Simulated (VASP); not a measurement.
# ZnOH6 in VASP: further runs

Runs on ZnOH6. Level: PBEsol. Tasks: single point, relaxation of the atoms.

Everything below comes from runs of VASP 6.6.1. Logs are shortened: lines on timing, memory, paths and dates and some standing lists are left out, and cuts for length are marked.

### Step 1. The cell of the first run

The cell holds a cluster in a box, 8 atoms: a = 10.500 Å, b = 11.400 Å, c = 11.800 Å, α = 90.00°, β = 90.00°, γ = 90.00°.

### Step 2. Single point, PBEsol

Contents of INCAR:

```
SYSTEM = ZnH6O
  PREC = Accurate
  ENCUT = 520
  EDIFF = 1E-6
  ISMEAR = 0
  SIGMA = 0.05
  LREAL = .FALSE.
  LASPH = .TRUE.
  NELM = 100
  ALGO = Normal
  ISIF = 2
  LWAVE = .FALSE.
  LCHARG = .FALSE.
  GGA = PS
  NBANDS = 22
```

Contents of KPOINTS:

```
Automatic mesh
0
G
  1 1 1
  0 0 0
```

Contents of POSCAR:

```
ZnH6O
1.0
   10.5000000000      0.0000000000      0.0000000000
    0.0000000000     11.4000000000      0.0000000000
    0.0000000000      0.0000000000     11.8000000000
Zn O H
1 1 6
Direct
    0.5000000000      0.3677921076      0.5579490932
    0.5000000000      0.6377084015      0.3762168205
    0.3928842208      0.4611469980      0.5020819866
    0.6071157792      0.4611469980      0.5020819866
    0.5000000000      0.2563793907      0.6247852033
    0.4266953699      0.6887167433      0.3857760964
    0.5733046301      0.6887167433      0.3857760964
    0.5000000000      0.4865842460      0.4863585066
```

Potentials or basis: VASP PAW PBE potentials, release 64 (Zn, O, H).

On the command line:

```console
$ cat potpaw_PBE.64/Zn/POTCAR potpaw_PBE.64/O/POTCAR potpaw_PBE.64/H/POTCAR > POTCAR
$ mpirun -np 1 vasp_gam > vasp.out
```

OUTCAR:

```text
SYSTEM = ZnH6O
   PREC = Accurate
   ENCUT = 520
   EDIFF = 1E-6
   ISMEAR = 0
   LREAL = .FALSE.
   LASPH = .TRUE.
   NELM = 100
   ISIF = 2
   GGA = PS

 ion  position               nearest neighbor table
   1  0.500  0.368  0.558-   5 1.50   8 1.60   3 1.68   4 1.68
   2  0.500  0.638  0.376-   6 0.97   7 0.97
   3  0.393  0.461  0.502-   1 1.68
   4  0.607  0.461  0.502-   1 1.68
   5  0.500  0.256  0.625-   1 1.50
   6  0.427  0.689  0.386-   2 0.97
   7  0.573  0.689  0.386-   2 0.97
   8  0.500  0.487  0.486-   1 1.60

  LATTYP: Found a simple orthorhombic cell.
 ALAT       =    10.5000000000
 B/A-ratio  =     1.0857142857
 C/A-ratio  =     1.1238095238

  Lattice vectors:

 A1 = (  10.5000000000,   0.0000000000,   0.0000000000)
 A2 = (   0.0000000000,  11.4000000000,   0.0000000000)
 A3 = (   0.0000000000,   0.0000000000,  11.8000000000)

Analysis of symmetry for initial positions (statically):
=====================================================================
 Subroutine PRICEL returns:
 Original cell was already a primitive cell.

 Routine SETGRP: Setting up the symmetry group for a
 simple orthorhombic supercell.

 Subroutine GETGRP returns: Found  2 space group operations
 (whereof  2 operations were pure point group operations)
 out of a pool of  8 trial point group operations.

The static configuration has the point symmetry C_1h.

Analysis of symmetry for dynamics (positions and initial velocities):
=====================================================================
 Subroutine PRICEL returns:
 Original cell was already a primitive cell.

 Routine SETGRP: Setting up the symmetry group for a
 simple orthorhombic supercell.

 Subroutine GETGRP returns: Found  2 space group operations
 (whereof  2 operations were pure point group operations)
 out of a pool of  8 trial point group operations.

The dynamic configuration has the point symmetry C_1h.

 Subroutine INISYM returns: Found  2 space group operations
 (whereof  2 operations are pure point group operations),
 and found     1 'primitive' translations

----------------------------------------------------------------------------------------

                                     Primitive cell

  volume of cell :    1412.4600

  direct lattice vectors                    reciprocal lattice vectors
    10.500000000  0.000000000  0.000000000     0.095238095  0.000000000  0.000000000
     0.000000000 11.400000000  0.000000000     0.000000000  0.087719298  0.000000000
     0.000000000  0.000000000 11.800000000     0.000000000  0.000000000  0.084745763

  length of vectors
    10.500000000 11.400000000 11.800000000     0.095238095  0.087719298  0.084745763

  position of ions in fractional coordinates (direct lattice)
     0.500000000  0.367792108  0.557949093
     0.500000000  0.637708401  0.376216820
     0.392884221  0.461146998  0.502081987
     0.607115779  0.461146998  0.502081987
     0.500000000  0.256379391  0.624785203
     0.426695370  0.688716743  0.385776096
     0.573304630  0.688716743  0.385776096
     0.500000000  0.486584246  0.486358507

  ion indices of the primitive-cell ions
   primitive index   ion index
                 1           1
                 2           2
                 3           3
                 4           4
                 5           5
                 6           6
                 7           7
                 8           8

----------------------------------------------------------------------------------------

 KPOINTS: Automatic mesh

Automatic generation of k-mesh.
 Grid dimensions read from file:
 generate k-points for:    1    1    1

 Generating k-lattice:

  Cartesian coordinates                     Fractional coordinates (reciprocal lattice)
     0.095238095  0.000000000  0.000000000     1.000000000  0.000000000  0.000000000
     0.000000000  0.087719298  0.000000000     0.000000000  1.000000000  0.000000000
     0.000000000  0.000000000  0.084745763     0.000000000  0.000000000  1.000000000

  Length of vectors
     0.095238095  0.087719298  0.084745763

  Shift w.r.t. Gamma in fractional coordinates (k-lattice)
     0.000000000  0.000000000  0.000000000

 Subroutine IBZKPT returns following result:
 ===========================================

 Found      1 irreducible k-points:

 Following reciprocal coordinates:
            Coordinates               Weight
  0.000000  0.000000  0.000000      1.000000
   k-points           NKPTS =      1   k-points in BZ     NKDIM =      1   number of bands    NBANDS=     22
   number of dos      NEDOS =    301   number of ions     NIONS =      8
   total plane-waves  NPLWV = 648000
   dimension x,y,z NGX =    80 NGY =   90 NGZ =   90
   dimension x,y,z NGXF=   160 NGYF=  180 NGZF=  180
   ions per type =               1   1   6
   NGX,Y,Z   is equivalent  to a cutoff of  12.67, 13.12, 12.68 a.u.
   NGXF,Y,Z  is equivalent  to a cutoff of  25.33, 26.25, 25.36 a.u.
 SYSTEM =  ZnH6O
   PREC   = accura    normal or accurate (medium, high low for compatibility)
   ISTART =      0    job   : 0-new  1-cont  2-samecut
   ICHARG =      2    charge: 1-file 2-atom 10-const
   ISPIN  =      1    spin polarized calculation?
   LNONCOLLINEAR =      F non collinear calculations
   LSORBIT =      F    spin-orbit coupling
   LASPH  =      T    aspherical Exc in radial PAW
   ENCUT  =  520.0 eV  38.22 Ry    6.18 a.u.  19.52 21.20 21.94*2*pi/ulx,y,z
   NELM   =    100;   NELMIN=  2; NELMDL= -5     # of ELM steps
   EDIFF  = 0.1E-05   stopping-criterion for ELM
   LREAL  =      F    real-space projection
   EDIFFG = 0.1E-04   stopping-criterion for IOM
   NSW    =      0    number of steps for IOM
   IBRION =     -1    ionic relax: 0-MD 1-quasi-New 2-CG
   NFREE  =      0    steps in history (QN), initial steepest desc. (CG)
   ISIF   =      2    stress and relaxation
   ISYM   =      2    0-nonsym 1-usesym 2-fastsym
   POTIM  = 0.5000    time-step for ionic-motion
   TEBEG  =    0.0;   TEEND  =   0.0 temperature during run
   PSTRESS=    0.0 pullay stress
   NELECT =      24.0000    total number of electrons
   NUPDOWN=      -1.0000    fix difference up-down
   EMIN   =  10.00;   EMAX   =-10.00  energy-range for DOS
   EFERMI =   0.00;   METHOD = LEGACY
   ISMEAR =     0;   SIGMA  =   0.05  broadening in eV -4-tet -1-fermi 0-gaus
   EFERMI_NEDOS =   21; number of points for ismear=-14 and -15
   IALGO  =     38    algorithm
   IMIX   =      4    mixing-type and parameters
     AMIX     =   0.40;   BMIX     =  1.00
     AMIX_MAG =   1.60;   BMIX_MAG =  1.00
  volume/ion in A,a.u.               =     176.56      1191.47
  Fermi-wavevector in a.u.,A,eV,Ry     =   0.420875  0.795339  2.410079  0.177136
  Thomas-Fermi vector in A             =   1.383345
   LORBIT       =      0    0 simple, 1 ext, 2 COOP (PROOUT), +10 PAW based schemes
   GGA     = PS    functional components
   LHFCALC =     F    Hartree Fock is set to
   AEXX    =    0.0000 exact exchange contribution
   IVDW    =     0    specifies the selected vdW correction
   LEPSILON=     F    determine dielectric tensor
   LRPA    =     F    only Hartree local field effects (RPA)
 non-spin polarized calculation
 Gauss-broadening in eV      SIGMA  =   0.05
  energy-cutoff  :      520.00
  volume of cell :     1412.46
 maximum number of plane-waves:     19038
 NGX is ok and might be reduce to    80
   NGX = 39   NGY = 43   NGZ = 43

 number of electron      24.0000004 magnetization

 Free energy of the ion-electron system (eV)
  ---------------------------------------------------
  ext. energy  EPLUGINS =         0.00000000
  ---------------------------------------------------
  free energy    TOTEN  =       -26.26491313 eV

  energy without entropy =      -26.26491313  energy(sigma->0) =      -26.26491313

 E-fermi :  -5.3436     XC(G=0):  -0.9402

 val. band max:       -5.6142860035   @ k =   0.0000   0.0000   0.0000
 cond. band min:      -1.3226550786   @ k =   0.0000   0.0000   0.0000
 fundamental gap:      4.2916309250
 Fermi energy:        -5.3436266819

 k-point     1 :       0.0000    0.0000    0.0000
  band No.  band energies     occupation
      1     -25.4230      2.00000
      2     -13.2617      2.00000
      3     -13.2146      2.00000
      4     -11.4764      2.00000
      5     -11.2344      2.00000
      6     -11.1570      2.00000
[... 14 lines left out ...]
     21       1.1720      0.00000
     22       1.2266      0.00000

------------------------ aborting loop because EDIFF is reached ----------------------------------------

  FORCE on cell =-STRESS in cart. coord.  units (eV):
  Direction    XX          YY          ZZ          XY          YZ          ZX
  --------------------------------------------------------------------------------------
  -------------------------------------------------------------------------------------
  Total        0.1674448      0.0232196     -0.0748568      0.0000000     -0.0473633      0.0000000
  in kB        0.1899355      0.0263384     -0.0849114      0.0000000     -0.0537250      0.0000000
  external PRESSURE =       0.0437875 kB  Pullay stress =       0.0000000 kB

 VOLUME and BASIS-vectors are now :
 -----------------------------------------------------------------------------
  energy-cutoff  :      520.00
  volume of cell :     1412.46
      direct lattice vectors                 reciprocal lattice vectors
    10.500000000  0.000000000  0.000000000     0.095238095  0.000000000  0.000000000
     0.000000000 11.400000000  0.000000000     0.000000000  0.087719298  0.000000000
     0.000000000  0.000000000 11.800000000     0.000000000  0.000000000  0.084745763

 POSITION                                       TOTAL-FORCE (eV/Angst)
 -----------------------------------------------------------------------------------
      5.25000      4.19283      6.58380         0.000000     -0.022120      0.012548
      5.25000      7.26988      4.43936         0.000000     -0.086807     -0.011158
      4.12528      5.25708      5.92457        -0.022496      0.009751     -0.002873
      6.37472      5.25708      5.92457         0.022496      0.009751     -0.002873
      5.25000      2.92273      7.37247         0.000000     -0.028115      0.013954
      4.48030      7.85137      4.55216        -0.128007      0.043306      0.007467
      6.01970      7.85137      4.55216         0.128007      0.043306      0.007467
      5.25000      5.54706      5.73903         0.000000      0.030929     -0.024534
 -----------------------------------------------------------------------------------
    total drift:                                0.000000      0.000420      0.000004

  FREE ENERGIE OF THE ION-ELECTRON SYSTEM (eV)
  ---------------------------------------------------
  free  energy   TOTEN  =       -26.2649131267 eV

  energy  without entropy=      -26.2649131267  energy(sigma->0) =      -26.26491313
```

It took 79 s on 1 thread of AMD EPYC 9R45 (Zen 5), shared host; peak memory 1 GiB.

Results:

```
Free energy                     : -26.2649 eV
Largest force                   : 0.135 eV/Å
Gap between the frontier levels : 4.29 eV
```

Forces on the atoms (eV/Å):
```
Zn   0.000 -0.022  0.013
O    0.000 -0.087 -0.011
H   -0.022  0.010 -0.003
H    0.022  0.010 -0.003
H    0.000 -0.028  0.014
H   -0.128  0.043  0.007
H    0.128  0.043  0.007
H    0.000  0.031 -0.025
```

Levels at points of the mesh, in eV from the valence-band top:
```tsv
k point	band 9	band 10	band 11	band 12	band 13	band 14	band 15	band 16
(0.00, 0.00, 0.00)	-3.79	-2.01	-1.61	0.00	4.29	4.65	5.30	5.98
```

Caveat: the PAW data sets were made with another functional, which shifts forces and pressure a little.

### Step 3. Relaxation of the atoms, PBEsol

Contents of INCAR:

```
SYSTEM = ZnH6O
  PREC = Accurate
  ENCUT = 520
  EDIFF = 1E-7
  ISMEAR = 0
  SIGMA = 0.05
  LREAL = .False.
  LASPH = .True.
  NELM = 100
  ALGO = Normal
  ISIF = 2
  LWAVE = .False.
  LCHARG = .False.
  GGA = PS
  IBRION = 2
  NSW = 60
  EDIFFG = -0.03
```

Contents of KPOINTS:

```
regular mesh
0
Gamma
  1 1 1
  0 0 0
```

Contents of POSCAR:

```
ZnH6O
1.0
   10.5000000000      0.0000000000      0.0000000000
    0.0000000000     11.4000000000      0.0000000000
    0.0000000000      0.0000000000     11.8000000000
Zn O H
1 1 6
Direct
    0.5000000000      0.4302551704      0.5021693242
    0.5000000000      0.5938406438      0.4486781334
    0.3789063162      0.3658611840      0.4600566483
    0.6210936838      0.3658611840      0.4600566483
    0.5000000000      0.4302551704      0.6335252564
    0.4242187914      0.6341388160      0.4750325177
    0.5757812086      0.6341388160      0.4750325177
    0.5000000000      0.5938406438      0.3664747436
```

Potentials or basis: VASP PAW PBE potentials, release 64 (Zn, O, H).

On the command line:

```console
$ cat potpaw_PBE.64/Zn/POTCAR potpaw_PBE.64/O/POTCAR potpaw_PBE.64/H/POTCAR > POTCAR
$ mpirun -np 1 vasp_gam > vasp.out
```

Run time: 33 min. Hardware: 1 thread of AMD EPYC 9R45 (Zen 5), shared host; peak memory 1.3 GiB.

The run converged. Its results:

| Property | Result |
| --- | --- |
| Free energy | -25.1640 eV |
| Energy gained by relaxing | 356.6 meV/atom |
| Ionic steps | 44 |
| Largest force after relaxing | 0.022 eV/Å |
| Gap between the frontier levels | 3.03 eV |

Forces in eV/Å, atoms in the order of the input:
```
Zn   0.000 -0.004 -0.002
O    0.000  0.007  0.001
H   -0.016 -0.014  0.004
H    0.016 -0.014  0.004
H    0.000 -0.009  0.015
H   -0.009  0.015 -0.001
H    0.009  0.015 -0.001
H    0.000  0.003 -0.019
```

The path:
```csv
step,energy change (eV),largest force (eV/Å),pressure (GPa)
1,0.0000,4.2554,0.42
3,-1.1472,2.8859,-0.29
5,-1.7584,1.3471,-0.05
7,-1.7139,5.9900,-0.13
9,-1.8811,2.1229,-0.15
11,-1.9757,1.7636,-0.30
13,-2.1027,2.0309,-0.34
15,-2.2863,1.1371,-0.19
17,-2.3265,1.1459,-0.12
19,-2.3971,0.5788,-0.09
21,-2.4152,0.8393,-0.05
23,-2.4523,0.7559,-0.11
25,-2.5662,0.8778,-0.11
27,-2.6022,1.2531,-0.10
29,-2.6786,1.1824,0.01
31,-2.7789,0.7826,0.00
33,-2.8068,0.6556,-0.01
35,-2.8312,0.6080,-0.04
37,-2.8497,0.1312,-0.03
39,-2.8516,0.1448,-0.02
41,-2.8522,0.0405,-0.01
43,-2.8524,0.0437,0.00
44,-2.8525,0.0216,0.00
```

Final structure:
```yaml
crystal:
  lattice:
    - [10.50000, 0.00000, 0.00000]
    - [0.00000, 11.40000, 0.00000]
    - [0.00000, 0.00000, 11.80000]
  atoms:
    - { symbol: Zn, position: [0.50000, 0.40485, 0.51206] }
    - { symbol: O, position: [0.50000, 0.61728, 0.43918] }
    - { symbol: H, position: [0.37086, 0.40918, 0.43958] }
    - { symbol: H, position: [0.62914, 0.40918, 0.43958] }
    - { symbol: H, position: [0.50000, 0.47932, 0.62755] }
    - { symbol: H, position: [0.42666, 0.59025, 0.48953] }
    - { symbol: H, position: [0.57334, 0.59025, 0.48953] }
    - { symbol: H, position: [0.50000, 0.54787, 0.38403] }
```

Levels at points of the mesh, in eV from the valence-band top:
| k point | band 8 | band 9 | band 10 | band 11 | band 12 | band 13 | band 14 | band 15 | band 16 | band 17 |
| --- | --- | --- | --- | --- | --- | --- | --- | --- | --- | --- |
| (0.00, 0.00, 0.00) | -4.91 | -4.91 | -3.16 | -0.04 | 0.00 | 3.03 | 4.94 | 5.21 | 5.22 | 5.81 |

Caveat: the PAW data sets were made with another functional, which shifts forces and pressure a little.
